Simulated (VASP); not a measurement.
# YHSe (P-6m2) in VASP: a series of runs

YHSe is run at these levels: LDA; tasks: single point.

All numbers are computed with VASP 6.6.1; they aren't measurements. Logs are shortened: lines on timing, memory, paths and dates and some standing lists are left out, and cuts for length are marked.

### Step 1. The cell of the first run

The structure is hexagonal, space group P-6m2 (No. 187). Conventional cell: a = 3.534 Å, b = 3.534 Å, c = 3.602 Å, α = 90.00°, β = 90.00°, γ = 120.00°. Within 2.8 Å of Y (site symmetry -6m2) lie 3 H at 2.04 Å and 6 Se at 2.72 Å. H (site symmetry -6m2) has 3 Y at 2.04 Å and 6 Se at 2.72 Å within 2.8 Å. Se (site symmetry -6m2) has 6 H at 2.72 Å and 6 Y at 2.72 Å and 8 Se at 3.53 to 3.60 Å within 3.7 Å.

### Step 2. Single point, LDA (strain -0.080 along x and y, -0.080 along z)

Contents of INCAR:

```
ALGO     = Normal         # electronic algorithm
EDIFF    = 1E-6           # SCF threshold, eV
ENCUT    = 520            # plane-wave cutoff, eV
ISIF     = 2              # what is computed and relaxed
ISMEAR   = 0              # smearing method
LASPH    = True           # aspherical terms in the spheres
LCHARG   = False          # write CHGCAR
LREAL    = False          # projectors in reciprocal space
LWAVE    = False          # write WAVECAR
NBANDS   = 16             # bands
NELM     = 80             # most SCF steps
PREC     = Accurate       # precision mode
SIGMA    = 0.05           # smearing width, eV
```

Contents of KPOINTS:

```
k-points
0
Gamma
  9 9 8
```

Contents of POSCAR:

```
YHSe
1.0
    3.5336568289      0.0000000000      0.0000000000
   -1.7668284145      3.0602365821      0.0000000000
    0.0000000000      0.0000000000      3.6023055952
Y H Se
1 1 1
Direct
    0.0000000000      0.0000000000      0.0000000000
    0.3333333333      0.6666666667      0.0000000000
    0.6666666667      0.3333333333      0.5000000000
```

Potentials or basis: VASP PAW LDA potentials, release 64 (Y_sv, H, Se).

Launch:

```console
$ cat potpaw_LDA.64/Y_sv/POTCAR potpaw_LDA.64/H/POTCAR potpaw_LDA.64/Se/POTCAR > POTCAR
$ mpirun -np 1 vasp_std > vasp.out
```

OUTCAR:

```text
EDIFF = 1E-6
   ENCUT = 520
   ISIF = 2
   ISMEAR = 0
   LASPH = True
   LREAL = False
   NELM = 80
   PREC = Accurate

 ion  position               nearest neighbor table
   1  0.000  0.000  0.000-   2 2.04   2 2.04   2 2.04   3 2.72   3 2.72   3 2.72   3 2.72   3 2.72
                             3 2.72
   2  0.333  0.667  0.000-   1 2.04   1 2.04   1 2.04
   3  0.667  0.333  0.500-   1 2.72   1 2.72   1 2.72   1 2.72   1 2.72   1 2.72

  LATTYP: Found a hexagonal cell.
 ALAT       =     3.5336568289
 C/A-ratio  =     1.0194271175

  Lattice vectors:

 A1 = (   3.5336568289,   0.0000000000,   0.0000000000)
 A2 = (  -1.7668284145,   3.0602365821,   0.0000000000)
 A3 = (   0.0000000000,   0.0000000000,   3.6023055952)

Analysis of symmetry for initial positions (statically):
=====================================================================
 Subroutine PRICEL returns:
 Original cell was already a primitive cell.

 Routine SETGRP: Setting up the symmetry group for a
 hexagonal supercell.

 Subroutine GETGRP returns: Found 12 space group operations
 (whereof 12 operations were pure point group operations)
 out of a pool of 24 trial point group operations.

The static configuration has the point symmetry D_3h.

Analysis of symmetry for dynamics (positions and initial velocities):
=====================================================================
 Subroutine PRICEL returns:
 Original cell was already a primitive cell.

 Routine SETGRP: Setting up the symmetry group for a
 hexagonal supercell.

 Subroutine GETGRP returns: Found 12 space group operations
 (whereof 12 operations were pure point group operations)
 out of a pool of 24 trial point group operations.

The dynamic configuration has the point symmetry D_3h.

 Subroutine INISYM returns: Found 12 space group operations
 (whereof 12 operations are pure point group operations),
 and found     1 'primitive' translations

----------------------------------------------------------------------------------------

                                     Primitive cell

  volume of cell :      38.9547

  direct lattice vectors                    reciprocal lattice vectors
     3.533656829  0.000000000  0.000000000     0.282992958  0.163386061  0.000000000
    -1.766828414  3.060236582  0.000000000     0.000000000  0.326772121  0.000000000
     0.000000000  0.000000000  3.602305595     0.000000000  0.000000000  0.277599991

  length of vectors
     3.533656829  3.533656829  3.602305595     0.326772121  0.326772121  0.277599991

  position of ions in fractional coordinates (direct lattice)
     0.000000000  0.000000000  0.000000000
     0.333333333  0.666666667  0.000000000
     0.666666667  0.333333333  0.500000000

  ion indices of the primitive-cell ions
   primitive index   ion index
                 1           1
                 2           2
                 3           3

----------------------------------------------------------------------------------------

 KPOINTS: k-points

Automatic generation of k-mesh.
 Grid dimensions read from file:
 generate k-points for:    9    9    8

 Generating k-lattice:

  Cartesian coordinates                     Fractional coordinates (reciprocal lattice)
     0.031443662  0.018154007  0.000000000     0.111111111  0.000000000  0.000000000
     0.000000000  0.036308013  0.000000000     0.000000000  0.111111111  0.000000000
     0.000000000  0.000000000  0.034699999     0.000000000  0.000000000  0.125000000

  Length of vectors
     0.036308013  0.036308013  0.034699999

  Shift w.r.t. Gamma in fractional coordinates (k-lattice)
     0.000000000  0.000000000  0.000000000

 Subroutine IBZKPT returns following result:
 ===========================================

 Found     60 irreducible k-points:

 Following reciprocal coordinates:
            Coordinates               Weight
  0.000000  0.000000  0.000000      1.000000
  0.111111 -0.000000  0.000000      6.000000
  0.222222  0.000000  0.000000      6.000000
  0.333333 -0.000000  0.000000      6.000000
  0.444444  0.000000  0.000000      6.000000
  0.111111  0.111111  0.000000      6.000000
[... 16 lines left out ...]
  0.333333  0.222222  0.125000     24.000000
  0.333333  0.333333  0.125000      4.000000
 [... further k-points ...]
   k-points           NKPTS =     60   k-points in BZ     NKDIM =     60   number of bands    NBANDS=     16
   number of dos      NEDOS =    301   number of ions     NIONS =      3
   total plane-waves  NPLWV =  21952
   dimension x,y,z NGX =    28 NGY =   28 NGZ =   28
   dimension x,y,z NGXF=    56 NGYF=   56 NGZF=   56
   ions per type =               1   1   1
   NGX,Y,Z   is equivalent  to a cutoff of  13.17, 13.17, 12.92 a.u.
   NGXF,Y,Z  is equivalent  to a cutoff of  26.35, 26.35, 25.84 a.u.
 SYSTEM =  unknown system
   PREC   = accura    normal or accurate (medium, high low for compatibility)
   ISTART =      0    job   : 0-new  1-cont  2-samecut
   ICHARG =      2    charge: 1-file 2-atom 10-const
   ISPIN  =      1    spin polarized calculation?
   LNONCOLLINEAR =      F non collinear calculations
   LSORBIT =      F    spin-orbit coupling
   LASPH  =      T    aspherical Exc in radial PAW
   ENCUT  =  520.0 eV  38.22 Ry    6.18 a.u.   6.57  6.57  6.70*2*pi/ulx,y,z
   NELM   =     80;   NELMIN=  2; NELMDL= -5     # of ELM steps
   EDIFF  = 0.1E-05   stopping-criterion for ELM
   LREAL  =      F    real-space projection
   EDIFFG = 0.1E-04   stopping-criterion for IOM
   NSW    =      0    number of steps for IOM
   IBRION =     -1    ionic relax: 0-MD 1-quasi-New 2-CG
   NFREE  =      0    steps in history (QN), initial steepest desc. (CG)
   ISIF   =      2    stress and relaxation
   ISYM   =      2    0-nonsym 1-usesym 2-fastsym
   POTIM  = 0.5000    time-step for ionic-motion
   TEBEG  =    0.0;   TEEND  =   0.0 temperature during run
   PSTRESS=    0.0 pullay stress
   NELECT =      18.0000    total number of electrons
   NUPDOWN=      -1.0000    fix difference up-down
   EMIN   =  10.00;   EMAX   =-10.00  energy-range for DOS
   EFERMI =   0.00;   METHOD = LEGACY
   ISMEAR =     0;   SIGMA  =   0.05  broadening in eV -4-tet -1-fermi 0-gaus
   EFERMI_NEDOS =   21; number of points for ismear=-14 and -15
   IALGO  =     38    algorithm
   IMIX   =      4    mixing-type and parameters
     AMIX     =   0.40;   BMIX     =  1.00
     AMIX_MAG =   1.60;   BMIX_MAG =  1.00
  volume/ion in A,a.u.               =      12.98        87.63
  Fermi-wavevector in a.u.,A,eV,Ry     =   1.265646  2.391725 21.794636  1.601861
  Thomas-Fermi vector in A             =   2.398889
   LORBIT       =      0    0 simple, 1 ext, 2 COOP (PROOUT), +10 PAW based schemes
   GGA     = CA    functional components
   LHFCALC =     F    Hartree Fock is set to
   AEXX    =    0.0000 exact exchange contribution
   IVDW    =     0    specifies the selected vdW correction
   LEPSILON=     F    determine dielectric tensor
   LRPA    =     F    only Hartree local field effects (RPA)
 non-spin polarized calculation
 Gauss-broadening in eV      SIGMA  =   0.05
  energy-cutoff  :      520.00
  volume of cell :       38.95
 maximum number of plane-waves:      1081
 NGX is ok and might be reduce to    28
   NGX = 13   NGY = 13   NGZ = 13

 number of electron      18.0000001 magnetization

 Free energy of the ion-electron system (eV)
  ---------------------------------------------------
  ext. energy  EPLUGINS =         0.00000000
  ---------------------------------------------------
  free energy    TOTEN  =       -18.74592970 eV

  energy without entropy =      -18.74592970  energy(sigma->0) =      -18.74592970

 E-fermi :   6.3165     XC(G=0): -11.6508

 val. band max:        6.0931788498   @ k =   0.0000   0.0000   0.5000
 cond. band min:       7.4342787665   @ k =   0.0000   0.0000   0.0000
 fundamental gap:      1.3410999166
 Fermi energy:         6.3165390486

 k-point     1 :       0.0000    0.0000    0.0000
  band No.  band energies     occupation
      1     -35.0465      2.00000
      2     -15.2764      2.00000
      3     -15.0738      2.00000
      4     -15.0738      2.00000
      5      -8.3051      2.00000
      6       1.9563      2.00000
[... 8 lines left out ...]
     15      14.6703      0.00000
     16      16.0970      0.00000

 k-point     2 :       0.1111   -0.0000    0.0000
  band No.  band energies     occupation
      1     -35.0375      2.00000
      2     -15.2613      2.00000
      3     -15.1949      2.00000
      4     -15.0937      2.00000
      5      -8.1100      2.00000
      6       1.7957      2.00000
[... 8 lines left out ...]
     15      14.8442      0.00000
     16      16.4880      0.00000

 k-point     3 :       0.2222    0.0000    0.0000
  band No.  band energies     occupation
      1     -35.0147      2.00000
      2     -15.4805      2.00000
      3     -15.2228      2.00000
      4     -15.1437      2.00000
      5      -7.6190      2.00000
      6       1.0791      2.00000
[... 8 lines left out ...]
     15      14.6832      0.00000
     16      16.9725      0.00000

 k-point     4 :       0.3333   -0.0000    0.0000
  band No.  band energies     occupation
      1     -34.9885      2.00000
      2     -15.7762      2.00000
      3     -15.1996      2.00000
      4     -15.1786      2.00000
      5      -7.0503      2.00000
      6       0.2635      2.00000
[... 8 lines left out ...]
     15      15.0008      0.00000
     16      17.0623      0.00000
[... 324 lines left out ...]
 k-point    22 :       0.2222    0.2222    0.1250
  band No.  band energies     occupation
      1     -34.9729      2.00000
      2     -15.7603      2.00000
      3     -15.3468      2.00000
      4     -15.2290      2.00000
      5      -6.7738      2.00000
      6       0.4550      2.00000
[... 8 lines left out ...]
     15      15.0452      0.00000
     16      17.1933      0.00000

 k-point    23 :       0.3333    0.2222    0.1250
  band No.  band energies     occupation
      1     -34.9598      2.00000
      2     -15.8143      2.00000
      3     -15.4621      2.00000
      4     -15.2020      2.00000
      5      -6.5186      2.00000
      6       0.4195      2.00000
[... 8 lines left out ...]
     15      15.7481      0.00000
     16      17.0510      0.00000

 k-point    24 :       0.3333    0.3333    0.1250
  band No.  band energies     occupation
      1     -34.9553      2.00000
      2     -15.7034      2.00000
      3     -15.6375      2.00000
      4     -15.1925      2.00000
      5      -6.4267      2.00000
      6       0.8557      2.00000
[... 8 lines left out ...]
     15      15.6934      0.00000
     16      16.4811      0.00000

 [... further k-points ...]

------------------------ aborting loop because EDIFF is reached ----------------------------------------

  FORCE on cell =-STRESS in cart. coord.  units (eV):
  Direction    XX          YY          ZZ          XY          YZ          ZX
  --------------------------------------------------------------------------------------
  -------------------------------------------------------------------------------------
  Total        6.4320094      6.4320094      6.2075827     -0.0000000     -0.0000000      0.0000000
  in kB      264.5436396    264.5436396    255.3131408     -0.0000000     -0.0000000      0.0000000
  external PRESSURE =     261.4668067 kB  Pullay stress =       0.0000000 kB

 VOLUME and BASIS-vectors are now :
 -----------------------------------------------------------------------------
  energy-cutoff  :      520.00
  volume of cell :       38.95
      direct lattice vectors                 reciprocal lattice vectors
     3.533656829  0.000000000  0.000000000     0.282992958  0.163386061  0.000000000
    -1.766828414  3.060236582  0.000000000     0.000000000  0.326772121  0.000000000
     0.000000000  0.000000000  3.602305595     0.000000000  0.000000000  0.277599991

 POSITION                                       TOTAL-FORCE (eV/Angst)
 -----------------------------------------------------------------------------------
      0.00000      0.00000      0.00000         0.000000      0.000000      0.000000
     -0.00000      2.04016      0.00000         0.000000      0.000000      0.000000
      1.76683      1.02008      1.80115        -0.000000     -0.000000      0.000000
 -----------------------------------------------------------------------------------
    total drift:                               -0.000000      0.000000      0.000000

  FREE ENERGIE OF THE ION-ELECTRON SYSTEM (eV)
  ---------------------------------------------------
  free  energy   TOTEN  =       -18.7459297005 eV

  energy  without entropy=      -18.7459297005  energy(sigma->0) =      -18.74592970
```

It took 19 s on 1 thread of Intel Xeon Platinum 8488C (Sapphire Rapids), shared host; peak memory 0.18 GiB.

Results:

```
Free energy            : -18.7459 eV
Pressure               : 26.1 GPa
Band gap on the k mesh : 1.34 eV (least direct gap 1.57 eV)
```

Caveat: the cell differs from its parent crystal (strain -0.080 along x and y, -0.080 along z); the cell stands under pressure.

### Step 3. Single point, LDA (strain -0.080 along x and y, -0.040 along z)

Contents of INCAR:

```
  ALGO = Normal
  EDIFF = 1E-6
  ENCUT = 520
  ISIF = 2
  ISMEAR = 0
  LASPH = T
  LCHARG = F
  LREAL = F
  LWAVE = F
  NBANDS = 16
  NELM = 80
  PREC = Accurate
  SIGMA = 0.05
```

KPOINTS is that of step 2.

POSCAR: that of step 2 with these lines changed.

```diff
@@ -4,3 +4,3 @@
    -1.7668284145      3.0602365821      0.0000000000
-    0.0000000000      0.0000000000      3.6023055952
+    0.0000000000      0.0000000000      3.7589275776
 Y H Se
```

Potentials or basis: VASP PAW LDA potentials, release 64 (Y_sv, H, Se).

Launch:

```console
$ cat potpaw_LDA.64/Y_sv/POTCAR potpaw_LDA.64/H/POTCAR potpaw_LDA.64/Se/POTCAR > POTCAR
$ mpirun -np 1 vasp_std > vasp.out
```

Wall time 19 s (1 thread of Intel Xeon Platinum 8488C (Sapphire Rapids), shared host); peak memory 0.18 GiB.

It converged, with:

```
Free energy            : -18.9422 eV
Pressure               : 18.4 GPa
Band gap on the k mesh : 1.80 eV (least direct gap 1.81 eV)
```

Stress tensor (GPa, compression positive):
```
21.65  0.00  0.00
 0.00 21.65  0.00
 0.00  0.00 11.92
```

Levels at points of the mesh, in eV from the valence-band top:
```csv
k point,band 5,band 6,band 7,band 8,band 9,band 10,band 11,band 12,band 13,band 14
"(0.00, 0.00, 0.00)",-13.99,-4.12,-1.78,-1.47,-1.47,1.90,4.46,4.46,4.66,4.66
"(0.00, 0.00, 0.50)",-12.53,-7.13,-0.91,-0.91,0.00,1.81,1.81,4.30,4.30,5.65
```

Caveat: the cell differs from its parent crystal (strain -0.080 along x and y, -0.040 along z); the stress differs along the axes, from 12 to 22 GPa. A k mesh can miss the band edges.

### Step 4. Single point, LDA (strain -0.080 along x and y, +0.000 along z)

INCAR: that of step 3 with these lines changed.

```diff
@@ -1,3 +1,3 @@
   ALGO = Normal
-  EDIFF = 1E-6
+  EDIFF = 1E-7
   ENCUT = 520
```

KPOINTS is that of step 3.

POSCAR: that of step 3 with these lines changed.

```diff
@@ -4,3 +4,3 @@
    -1.7668284145      3.0602365821      0.0000000000
-    0.0000000000      0.0000000000      3.7589275776
+    0.0000000000      0.0000000000      3.9155495600
 Y H Se
```

Launch:

```console
$ cat potpaw_LDA.64/Y_sv/POTCAR potpaw_LDA.64/H/POTCAR potpaw_LDA.64/Se/POTCAR > POTCAR
$ mpirun -np 1 vasp_std > vasp.out
```

Wall time 22 s (1 thread of Intel Xeon Platinum 8488C (Sapphire Rapids), shared host); peak memory 0.19 GiB.

It converged, with:

```yaml
Free_energy: -19.0076 eV
Pressure: 12.2 GPa
Band_gap_on_the_k_mesh: 1.85 eV (least direct gap 2.07 eV)
```

Stress tensor (GPa, compression positive):
```
18.03  0.00  0.00
 0.00 18.03  0.00
 0.00  0.00  0.68
```

Levels at points of the mesh, in eV from the valence-band top:
```
           k point  band 7  band 8  band 9  band 10  band 11  band 12
(0.00, 0.00, 0.00)   -1.77   -0.89   -0.89     2.47     4.41     4.41
(0.00, 0.00, 0.50)   -0.36   -0.36    0.00     2.07     2.07     4.65
```

Caveat: the cell differs from its parent crystal (strain -0.080 along x and y, +0.000 along z); the stress differs along the axes, from 1 to 18 GPa. A k mesh can miss the band edges.

### Step 5. Overview

| cell | gap on the mesh (eV) | pressure (GPa) |
| --- | --- | --- |
| a = 3.534, b = 3.534, c = 3.602 Å, angles 90.0, 90.0, 120.0°, 3 atoms | 1.34 | 26.1 |
| a = 3.534, b = 3.534, c = 3.759 Å, angles 90.0, 90.0, 120.0°, 3 atoms | 1.80 | 18.4 |
| a = 3.534, b = 3.534, c = 3.916 Å, angles 90.0, 90.0, 120.0°, 3 atoms | 1.85 | 12.2 |

Alike in all rows: task single point; level LDA; potentials or basis VASP PAW LDA potentials, release 64 (Y_sv, H, Se); no spin polarisation; k mesh 9 × 9 × 8; cutoff (eV) 520; smearing gaussian 0.05 eV.

Caveats: the cell stands under pressure (at least some runs); the stress differs along the axes, from 12 to 22 GPa (at least some runs); the stress differs along the axes, from 1 to 18 GPa (at least some runs).

Total energies depend on the potentials used, so only differences within one code and one set of settings carry meaning.
